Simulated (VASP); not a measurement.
# ScAlN2 (I4_1/amd) in VASP: a series of runs

The runs below take ScAlN2 through single point, with PBE.

All numbers are computed with VASP 6.6.1; they aren't measurements. Logs are shortened: lines on timing, memory, paths and dates and some standing lists are left out, and cuts for length are marked.

### 1 The cell of the first run

Symmetry: I4_1/amd, No. 141, tetragonal system. The conventional cell has a = 4.399 Å, b = 4.399 Å, c = 8.397 Å, α = 90.00°, β = 90.00°, γ = 90.00°. Sc (site symmetry -4m2) has 6 N at 2.20 Å within 2.9 Å. Within 2.6 Å of Al (site symmetry -4m2) lie 6 N at 1.99 to 2.20 Å. N (site symmetry 2mm) has 3 Al at 1.99 to 2.20 Å and 3 Sc at 2.20 Å within 2.6 Å.

### 2 Single point, PBE

INCAR reads:

```
  ALGO = Normal
  EDIFF = 1E-7
  ENCUT = 520
  GGA = PE
  ISIF = 2
  ISMEAR = 0
  LASPH = True
  LCHARG = False
  LREAL = False
  LWAVE = False
  NBANDS = 34
  NELM = 80
  PREC = Accurate
  SIGMA = 0.1
```

KPOINTS reads:

```
k-points
0
Gamma
  6 6 6
```

POSCAR reads:

```
ScAlN2
1.0
   -2.1994841100      2.1994841100      4.1986212700
    2.1994841100     -2.1994841100      4.1986212700
    2.1994841100      2.1994841100     -4.1986212700
Sc Al N
2 2 4
Direct
    0.7500000000      0.2500000000      0.5000000000
    0.0000000000      0.0000000000      0.0000000000
    0.2500000000      0.7500000000      0.5000000000
    0.5000000000      0.5000000000      0.0000000000
    0.4875140000      0.9875140000      0.5000000000
    0.2624860000      0.2624860000      0.0000000000
    0.0124860000      0.5124860000      0.5000000000
    0.7375140000      0.7375140000      0.0000000000
```

Potentials or basis: VASP PAW PBE potentials, release 64 (Sc_sv, Al, N).

The run is started by

```sh
$ cat potpaw_PBE.64/Sc_sv/POTCAR potpaw_PBE.64/Al/POTCAR potpaw_PBE.64/N/POTCAR > POTCAR
$ mpirun -np 1 vasp_std > vasp.out
```

OUTCAR:

```text
EDIFF = 1E-7
   ENCUT = 520
   GGA = PE
   ISIF = 2
   ISMEAR = 0
   LASPH = True
   LREAL = False
   NELM = 80
   PREC = Accurate

 ion  position               nearest neighbor table
   1  0.750  0.250  0.500-   6 2.20   8 2.20   6 2.20   8 2.20   7 2.20   5 2.20   2 3.04   2 3.04
                             2 3.04   4 3.04   4 3.04   4 3.04   4 3.04   2 3.04   3 3.11   3 3.11
   2  0.000  0.000  0.000-   7 2.20   5 2.20   7 2.20   5 2.20   6 2.20   8 2.20   1 3.04   1 3.04
                             1 3.04   3 3.04   3 3.04   1 3.04   3 3.04   3 3.04   4 3.11   4 3.11
   3  0.250  0.750  0.500-   5 1.99   7 1.99   6 2.20   8 2.20   6 2.20   8 2.20   2 3.04   2 3.04
                             2 3.04   4 3.04   4 3.04   2 3.04   4 3.04   4 3.04   1 3.11   1 3.11
   4  0.500  0.500  0.000-   6 1.99   8 1.99   7 2.20   5 2.20   7 2.20   5 2.20   1 3.04   1 3.04
                             1 3.04   3 3.04   3 3.04   3 3.04   3 3.04   1 3.04   2 3.11   2 3.11
   5  0.488  0.988  0.500-   3 1.99   4 2.20   2 2.20   2 2.20   4 2.20   1 2.20
   6  0.262  0.262  0.000-   4 1.99   3 2.20   1 2.20   3 2.20   1 2.20   2 2.20
   7  0.012  0.512  0.500-   3 1.99   2 2.20   4 2.20   2 2.20   4 2.20   1 2.20
   8  0.738  0.738  0.000-   4 1.99   1 2.20   3 2.20   1 2.20   3 2.20   2 2.20

  LATTYP: Found a body centered tetragonal cell.
 ALAT       =     4.3989682200
 C/A-ratio  =     1.9089118448

  Lattice vectors:

 A1 = (  -2.1994841100,   2.1994841100,   4.1986212700)
 A2 = (   2.1994841100,  -2.1994841100,   4.1986212700)
 A3 = (   2.1994841100,   2.1994841100,  -4.1986212700)

Analysis of symmetry for initial positions (statically):
=====================================================================
 Subroutine PRICEL returns:
 Original cell was already a primitive cell.

 Routine SETGRP: Setting up the symmetry group for a
 body centered tetragonal supercell.

 Subroutine GETGRP returns: Found 16 space group operations
 (whereof  8 operations were pure point group operations)
 out of a pool of 16 trial point group operations.

The static configuration has the point symmetry D_2d.
 The point group associated with its full space group is D_4h.

Analysis of symmetry for dynamics (positions and initial velocities):
=====================================================================
 Subroutine PRICEL returns:
 Original cell was already a primitive cell.

 Routine SETGRP: Setting up the symmetry group for a
 body centered tetragonal supercell.

 Subroutine GETGRP returns: Found 16 space group operations
 (whereof  8 operations were pure point group operations)
 out of a pool of 16 trial point group operations.

The dynamic configuration has the point symmetry D_2d.
[... 122 lines left out ...]
   PSTRESS=    0.0 pullay stress
   NELECT =      48.0000    total number of electrons
   NUPDOWN=      -1.0000    fix difference up-down
   EMIN   =  10.00;   EMAX   =-10.00  energy-range for DOS
   EFERMI =   0.00;   METHOD = LEGACY
   ISMEAR =     0;   SIGMA  =   0.10  broadening in eV -4-tet -1-fermi 0-gaus
   EFERMI_NEDOS =   21; number of points for ismear=-14 and -15
   IALGO  =     38    algorithm
   IMIX   =      4    mixing-type and parameters
     AMIX     =   0.40;   BMIX     =  1.00
     AMIX_MAG =   1.60;   BMIX_MAG =  1.00
  volume/ion in A,a.u.               =      10.16        68.54
  Fermi-wavevector in a.u.,A,eV,Ry     =   1.373681  2.595880 25.674175  1.886999
  Thomas-Fermi vector in A             =   2.499176
   LORBIT       =      0    0 simple, 1 ext, 2 COOP (PROOUT), +10 PAW based schemes
   GGA     = PE    functional components
   LHFCALC =     F    Hartree Fock is set to
   AEXX    =    0.0000 exact exchange contribution
   IVDW    =     0    specifies the selected vdW correction
   LEPSILON=     F    determine dielectric tensor
   LRPA    =     F    only Hartree local field effects (RPA)
 non-spin polarized calculation
 Gauss-broadening in eV      SIGMA  =   0.10
  energy-cutoff  :      520.00
  volume of cell :       81.25
 maximum number of plane-waves:      2224
   NGX = 19   NGY = 19   NGZ = 19

 number of electron      48.0000001 magnetization

 Free energy of the ion-electron system (eV)
  ---------------------------------------------------
  ext. energy  EPLUGINS =         0.00000000
  ---------------------------------------------------
  free energy    TOTEN  =       -64.85097061 eV

  energy without entropy =      -64.85097061  energy(sigma->0) =      -64.85097061

 E-fermi :   7.7425     XC(G=0): -11.9277

 val. band max:        7.2622584994   @ k =   0.0000   0.0000   0.0000
 cond. band min:       8.2175319079   @ k =   0.5000   0.5000   0.5000
 fundamental gap:      0.9552734085
 Fermi energy:         7.7424862592

 k-point     1 :       0.0000    0.0000    0.0000
  band No.  band energies     occupation
      1     -40.9222      2.00000
      2     -40.8160      2.00000
      3     -19.8251      2.00000
      4     -19.6719      2.00000
      5     -19.6719      2.00000
      6     -19.5145      2.00000
[... 877 lines left out ...]
     33      12.8375      0.00000
     34      12.9604      0.00000

 [... further k-points ...]

------------------------ aborting loop because EDIFF is reached ----------------------------------------

  FORCE on cell =-STRESS in cart. coord.  units (eV):
  Direction    XX          YY          ZZ          XY          YZ          ZX
  --------------------------------------------------------------------------------------
  -------------------------------------------------------------------------------------
  Total        0.0095870      0.0095870     -0.0014657      0.0000000     -0.0000000      0.0000000
  in kB        0.1890533      0.1890533     -0.0289033      0.0000000     -0.0000000      0.0000000
  external PRESSURE =       0.1164011 kB  Pullay stress =       0.0000000 kB

 VOLUME and BASIS-vectors are now :
 -----------------------------------------------------------------------------
  energy-cutoff  :      520.00
  volume of cell :       81.25
      direct lattice vectors                 reciprocal lattice vectors
    -2.199484110  2.199484110  4.198621270     0.000000000  0.227326034  0.119086712
     2.199484110 -2.199484110  4.198621270     0.227326034  0.000000000  0.119086712
     2.199484110  2.199484110 -4.198621270     0.227326034  0.227326034  0.000000000

 POSITION                                       TOTAL-FORCE (eV/Angst)
 -----------------------------------------------------------------------------------
      0.00000      2.19948      2.09931         0.000000      0.000000     -0.000000
      0.00000      0.00000      0.00000         0.000000      0.000000     -0.000000
      2.19948      0.00000      2.09931         0.000000      0.000000     -0.000000
      0.00000      0.00000      4.19862         0.000000      0.000000     -0.000000
      2.19948      0.00000      4.09377        -0.000000     -0.000000      0.002659
      0.00000      0.00000      2.20416         0.000000      0.000000     -0.002659
      2.19948      0.00000      0.10485         0.000000      0.000000     -0.002659
      0.00000      0.00000      6.19308        -0.000000     -0.000000      0.002659
 -----------------------------------------------------------------------------------
    total drift:                               -0.000000      0.000000     -0.000000

  FREE ENERGIE OF THE ION-ELECTRON SYSTEM (eV)
  ---------------------------------------------------
  free  energy   TOTEN  =       -64.8509706129 eV

  energy  without entropy=      -64.8509706129  energy(sigma->0) =      -64.85097061
```

stdout:

```text
POSCAR found type information on POSCAR ScAlN
 POSCAR found :  3 types and       8 ions
 scaLAPACK will be used
 LDA part: xc-table for (Slater+PW92), standard interpolation
 POSCAR, INCAR and KPOINTS ok, starting setup
 FFT: planning ... GRIDC
 FFT: planning ... GRID_SOFT
 FFT: planning ... GRID
 WAVECAR not read
 entering main loop
```

Run time: 1.8 min. Hardware: 1 thread of Intel Xeon Platinum 8259CL at 2.50GHz (Skylake/Cascade Lake), shared host; peak memory 0.27 GiB.

What came out:

```
Free energy            : -64.8510 eV
Pressure               : 0.0 GPa
Band gap on the k mesh : 0.96 eV (least direct gap 1.05 eV)
```

Forces on the atoms (eV/Å):
```
Sc   0.000  0.000  0.000
Sc   0.000  0.000  0.000
Al   0.000  0.000  0.000
Al   0.000  0.000  0.000
N    0.000  0.000  0.003
N    0.000  0.000 -0.003
N    0.000  0.000 -0.003
N    0.000  0.000  0.003
```

### 3 Single point, PBE

This run uses another cell than the first one, of 10.13 Å³/atom.

INCAR reads:

```
PREC = Accurate
ENCUT = 520
EDIFF = 1E-6
ISMEAR = 0
SIGMA = 0.02
LREAL = False
LASPH = True
NELM = 60
ALGO = Normal
ISIF = 2
LWAVE = False
LCHARG = False
GGA = PE
NBANDS = 34
```

KPOINTS reads:

```
regular mesh
0
Gamma
  10 10 10
```

POSCAR reads:

```
ScAlN2
1.0
   -2.1967842005      2.1967842005      4.1965774624
    2.1967842005     -2.1967842005      4.1965774624
    2.1967842005      2.1967842005     -4.1965774624
Sc Al N
2 2 4
Direct
    0.7500000000      0.2500000000      0.5000000000
    0.0000000000      0.0000000000      0.0000000000
    0.2500000000      0.7500000000      0.5000000000
    0.5000000000      0.5000000000      0.0000000000
    0.4878765353      0.9878765353      0.5000000000
    0.2621234647      0.2621234647      0.0000000000
    0.0121234647      0.5121234647      0.5000000000
    0.7378765353      0.7378765353      0.0000000000
```

Potentials or basis: VASP PAW PBE potentials, release 64 (Sc_sv, Al, N).

The run is started by

```sh
$ cat potpaw_PBE.64/Sc_sv/POTCAR potpaw_PBE.64/Al/POTCAR potpaw_PBE.64/N/POTCAR > POTCAR
$ mpirun -np 1 vasp_std > vasp.out
```

Wall time 5.6 min (1 thread of Intel Xeon Platinum 8259CL at 2.50GHz (Skylake/Cascade Lake), shared host); peak memory 0.4 GiB.

It converged, with:

```
Free energy            : -64.8502 eV
Pressure               : 0.6 GPa
Largest force          : 0.047 eV/Å
Band gap on the k mesh : 0.96 eV (least direct gap 1.05 eV)
```

Forces on the atoms (eV/Å):
```
Sc   0.000  0.000  0.000
Sc   0.000  0.000  0.000
Al   0.000  0.000  0.000
Al   0.000  0.000  0.000
N    0.000  0.000 -0.047
N    0.000  0.000  0.047
N    0.000  0.000  0.047
N    0.000  0.000 -0.047
```

Levels at points of the mesh, in eV from the valence-band top:
```
           k point  band 20  band 21  band 22  band 23  band 24  band 25  band 26  band 27  band 28  band 29
(0.00, 0.00, 0.00)    -1.20    -1.20    -0.44     0.00     0.00     1.05     2.86     2.86     3.79     3.84
(0.50, 0.00, 0.00)    -2.54    -1.65    -1.31    -1.15    -1.00     2.32     3.89     3.99     4.51     4.59
(0.50, 0.50, 0.00)    -2.80    -2.02    -2.02    -1.33    -1.33     4.36     4.36     4.47     4.47     4.94
(0.50, 0.50, 0.50)    -2.01    -0.94    -0.94    -0.85    -0.85     0.96     0.96     2.29     2.29     4.10
```
